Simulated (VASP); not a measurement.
Wanted: the native input for a VASP 6.6.1 run.

* Task: single point
* Functional: LDA
* Potentials or basis: VASP PAW LDA potentials, release 64 (Hf_pv, O)
* Cutoff: 520 eV
* k mesh: 4 × 4 × 6
* Occupations: methfessel-paxton, width 0.05 eV
* Spin: no spin polarisation
* Dipole correction: no
* Further INCAR settings: ALGO = Normal; EDIFF = 1e-06; NBANDS = 31

The structure of HfO2 lies in POSCAR:

```
HfO2
1.0
    4.8295249215      0.0000000000      0.0000000000
    0.0000000000      4.8295249215      0.0000000000
    0.0000000000      0.0000000000      3.2160642975
Hf O
2 4
Direct
    0.0000000000      0.0000000000      0.0000000000
    0.5000000000      0.5000000000      0.5000000000
    0.1949550000      0.8050450000      0.5000000000
    0.3050450000      0.3050450000      0.0000000000
    0.6949550000      0.6949550000      0.0000000000
    0.8050450000      0.1949550000      0.5000000000
```

These files were run (other wordings do the same):

INCAR

```
SYSTEM = HfO2
PREC = Accurate
ENCUT = 520
EDIFF = 1E-6
ISMEAR = 1
SIGMA = 0.05
LREAL = .FALSE.
LASPH = .TRUE.
NELM = 60
ALGO = Normal
ISIF = 2
LWAVE = .FALSE.
LCHARG = .FALSE.
NBANDS = 31
```

KPOINTS

```
regular mesh
0
G
  4 4 6
  0 0 0
```

Potentials or basis: VASP PAW LDA potentials, release 64 (Hf_pv, O).

Run with:

```bash
$ cat potpaw_LDA.64/Hf_pv/POTCAR potpaw_LDA.64/O/POTCAR > POTCAR
$ mpirun -np 1 vasp_std > vasp.out
```

Results of the run:

| Quantity | Value |
| --- | --- |
| Pressure | -8.2 GPa |
| Largest force | 0.109 eV/Å |
| Band gap on the k mesh | 3.74 eV, direct |

Caveat: spin-orbit coupling is left out, which moves the levels of the heavy elements.

It took 36 s on 1 thread of AMD EPYC 7R13 Processor (Zen 3), on a shared host, peak memory 0.15 GiB.
